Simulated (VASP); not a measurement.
# InP (I4/mmm) in VASP: notebook, part 2 of 2

VASP 6.6.1.

### 3 Single point, PBE

This run uses another cell than the first one, of the same volume but with other edges.

INCAR

```
SYSTEM = InP
PREC     = Accurate       ! precision mode
ENCUT    = 520            ! plane-wave cutoff, eV
EDIFF    = 1E-6           ! SCF threshold, eV
ISMEAR   = 0              ! smearing method
SIGMA    = 0.15           ! smearing width, eV
LREAL    = .FALSE.        ! projectors in reciprocal space
LASPH    = .TRUE.         ! aspherical terms in the spheres
NELM     = 60             ! most SCF steps
ALGO     = Normal         ! electronic algorithm
ISIF     = 2              ! what is computed and relaxed
LWAVE    = .FALSE.        ! write WAVECAR
LCHARG   = .FALSE.        ! write CHGCAR
GGA      = PE             ! functional
NBANDS   = 16             ! bands
```

KPOINTS

```
regular mesh
0
G
  20 20 20
  0 0 0
```

POSCAR

```
InP
1.0
    0.0000000000      2.5381880892      3.2996445159
    2.5381880892      0.0000000000      3.2996445159
    2.5381880892      2.5381880892      0.0000000000
In P
1 1
Direct
    0.0000000000      0.0000000000      0.0000000000
    0.5000000000      0.5000000000      0.5000000000
```

Potentials or basis: VASP PAW PBE potentials, release 64 (In_d, P).

On the command line:

```bash
cat potpaw_PBE.64/In_d/POTCAR potpaw_PBE.64/P/POTCAR > POTCAR
mpirun -np 1 vasp_std > vasp.out
```

OUTCAR:

```text
SYSTEM = InP
   PREC = Accurate
   ENCUT = 520
   EDIFF = 1E-6
   ISMEAR = 0
   LREAL = .FALSE.
   LASPH = .TRUE.
   NELM = 60
   ISIF = 2
   GGA = PE

 ion  position               nearest neighbor table
   1  0.000  0.000  0.000-   2 2.54   2 2.54   2 2.54   2 2.54   2 3.30   2 3.30
   2  0.500  0.500  0.500-   1 2.54   1 2.54   1 2.54   1 2.54   1 3.30   1 3.30

  LATTYP: Found a body centered tetragonal cell.
 ALAT       =     3.5895400196
 C/A-ratio  =     1.8384776311

  Lattice vectors:

 A1 = (  -2.5381880892,   0.0000000000,   3.2996445159)
 A2 = (   2.5381880892,   0.0000000000,   3.2996445159)
 A3 = (   0.0000000000,   2.5381880892,  -3.2996445159)

Analysis of symmetry for initial positions (statically):
=====================================================================
 Subroutine PRICEL returns:
 Original cell was already a primitive cell.

 Routine SETGRP: Setting up the symmetry group for a
 body centered tetragonal supercell.

 Subroutine GETGRP returns: Found 16 space group operations
 (whereof 16 operations were pure point group operations)
 out of a pool of 16 trial point group operations.

The static configuration has the point symmetry D_4h.

Analysis of symmetry for dynamics (positions and initial velocities):
=====================================================================
 Subroutine PRICEL returns:
 Original cell was already a primitive cell.

 Routine SETGRP: Setting up the symmetry group for a
 body centered tetragonal supercell.

 Subroutine GETGRP returns: Found 16 space group operations
 (whereof 16 operations were pure point group operations)
 out of a pool of 16 trial point group operations.

The dynamic configuration has the point symmetry D_4h.

 Subroutine INISYM returns: Found 16 space group operations
 (whereof 16 operations are pure point group operations),
 and found     1 'primitive' translations

----------------------------------------------------------------------------------------

[... 111 lines left out ...]
     AMIX     =   0.40;   BMIX     =  1.00
     AMIX_MAG =   1.60;   BMIX_MAG =  1.00
  volume/ion in A,a.u.               =      21.26       143.45
  Fermi-wavevector in a.u.,A,eV,Ry     =   1.229280  2.323002 20.560156  1.511129
  Thomas-Fermi vector in A             =   2.364173
   LORBIT       =      0    0 simple, 1 ext, 2 COOP (PROOUT), +10 PAW based schemes
   GGA     = PE    functional components
   LHFCALC =     F    Hartree Fock is set to
   AEXX    =    0.0000 exact exchange contribution
   IVDW    =     0    specifies the selected vdW correction
   LEPSILON=     F    determine dielectric tensor
   LRPA    =     F    only Hartree local field effects (RPA)
 non-spin polarized calculation
 Gauss-broadening in eV      SIGMA  =   0.15
  energy-cutoff  :      520.00
  volume of cell :       42.52
 maximum number of plane-waves:      1164
   NGX = 15   NGY = 15   NGZ = 13

 number of electron      17.9999999 magnetization

 Free energy of the ion-electron system (eV)
  ---------------------------------------------------
  ext. energy  EPLUGINS =         0.00000000
  ---------------------------------------------------
  free energy    TOTEN  =        -7.41373974 eV

  energy without entropy =       -7.40521386  energy(sigma->0) =       -7.40947680

 E-fermi :   7.0412     XC(G=0): -10.2925

 val. band max:        7.0316483563   @ k =   0.5000   0.1500   0.0000
 cond. band min:       7.0421114471   @ k =  -0.3500  -0.0000   0.0500
 fundamental gap:      0.0104630908
 Fermi energy:         7.0411851830

 k-point     1 :       0.0000    0.0000    0.0000
  band No.  band energies     occupation
      1      -7.6713      2.00000
      2      -7.4861      2.00000
      3      -7.4269      2.00000
      4      -7.3289      2.00000
      5      -7.3289      2.00000
      6      -5.0915      2.00000
[... 433 lines left out ...]
      3      -7.3901      2.00000
      4      -7.2990      2.00000
      5      -7.2871      2.00000
      6      -3.6588      2.00000
[... 8 lines left out ...]
     15      17.0502      0.00000
     16      18.9143      0.00000

 [... further k-points ...]

------------------------ aborting loop because EDIFF is reached ----------------------------------------

  FORCE on cell =-STRESS in cart. coord.  units (eV):
  Direction    XX          YY          ZZ          XY          YZ          ZX
  --------------------------------------------------------------------------------------
  -------------------------------------------------------------------------------------
  Total        4.1998589      4.1998589     -1.3830454      0.0000000      0.0000000     -0.0000000
  in kB      158.2707023    158.2707023    -52.1197442      0.0000000      0.0000000     -0.0000000
  external PRESSURE =      88.1405535 kB  Pullay stress =       0.0000000 kB

 VOLUME and BASIS-vectors are now :
 -----------------------------------------------------------------------------
  energy-cutoff  :      520.00
  volume of cell :       42.52
      direct lattice vectors                 reciprocal lattice vectors
     0.000000000  2.538188089  3.299644516    -0.196990917  0.196990917  0.151531475
     2.538188089  0.000000000  3.299644516     0.196990917 -0.196990917  0.151531475
     2.538188089  2.538188089  0.000000000     0.196990917  0.196990917 -0.151531475

 POSITION                                       TOTAL-FORCE (eV/Angst)
 -----------------------------------------------------------------------------------
      0.00000      0.00000      0.00000        -0.000000      0.000000     -0.000000
      2.53819      2.53819      3.29964         0.000000     -0.000000      0.000000
 -----------------------------------------------------------------------------------
    total drift:                                0.000000     -0.000000     -0.000000

  FREE ENERGIE OF THE ION-ELECTRON SYSTEM (eV)
  ---------------------------------------------------
  free  energy   TOTEN  =        -7.4137397429 eV

  energy  without entropy=       -7.4052138617  energy(sigma->0) =       -7.40947680
```

stdout:

```text
POSCAR found type information on POSCAR InP
 POSCAR found :  2 types and       2 ions
 scaLAPACK will be used
 LDA part: xc-table for (Slater+PW92), standard interpolation
 POSCAR, INCAR and KPOINTS ok, starting setup
 FFT: planning ... GRIDC
 FFT: planning ... GRID_SOFT
 FFT: planning ... GRID
 WAVECAR not read
 entering main loop
```

Wall time 8.8 min (1 thread of AMD EPYC 7R13, shared host); peak memory 0.49 GiB.

Results:

- Free energy: -7.4137 eV
- Pressure: 8.8 GPa
- Band gap on the k mesh: zero (bands 9 and 10 overlap by 2.33 eV)

Levels at points of the mesh, in eV from the Fermi level:
| k point | band 7 | band 8 | band 9 | band 10 | band 11 | band 12 |
| --- | --- | --- | --- | --- | --- | --- |
| (0.00, 0.00, 0.00) | -1.01 | -1.01 | -0.05 | 1.06 | 5.62 | 6.16 |
| (0.50, 0.00, 0.00) | -6.97 | -0.64 | 0.85 | 1.34 | 4.04 | 4.40 |
| (0.50, 0.50, 0.00) | -4.92 | -1.80 | -1.80 | -0.23 | 4.63 | 8.37 |
| (0.50, 0.00, 0.50) | -5.20 | -4.13 | -2.99 | -1.22 | 3.83 | 6.30 |

Caveat: the stress differs along the axes, from -5 to 16 GPa; spin-orbit coupling is left out, which moves the levels of the heavy elements.
